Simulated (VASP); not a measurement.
A run of VASP 6.6.1:

Contents of INCAR:

```
PREC = Accurate ; ENCUT = 600
EDIFF = 1E-6 ; ISMEAR = -1
SIGMA = 0.05 ; LREAL = False
LASPH = True ; NELM = 200
ALGO = Normal ; ISIF = 2
LWAVE = False ; LCHARG = True
MAGMOM = 0 0 0 0 0 0 ; LORBIT = 11
LSORBIT = True ; GGA_COMPAT = False
LORBMOM = True ; LMAXMIX = 4
GGA = PS ; LVHAR = True
NBANDS = 30
```

KPOINTS

```
regular mesh
0
Gamma
  7 7 5
```

The input POSCAR:

```
WC
1.0
    1.6403461100     -2.1180379000      0.0000000000
    1.6403461100      2.1180379000      0.0000000000
    0.0000000000      0.0000000000      4.3094211000
W C
1 1
Direct
    0.5000000000      0.5000000000      0.5000000000
    0.0000000000      0.0000000000      0.0000000000
```

Potentials or basis: VASP PAW PBE potentials, release 64 (W_sv, C).

Command:

```sh
$ cat potpaw_PBE.64/W_sv/POTCAR potpaw_PBE.64/C/POTCAR > POTCAR
$ mpirun -np 1 vasp_ncl > vasp.out
```

Hardware: 1 thread of Intel(R) Xeon(R) 6975P-C (Granite Rapids) (shared host).

Question: Estimate the wall time of this run.

Answer: Wall time 44 s on 1 thread of Intel(R) Xeon(R) 6975P-C (Granite Rapids), with other jobs on the host, peak memory 0.28 GiB. Counts: scf iterations 13, k points 48.
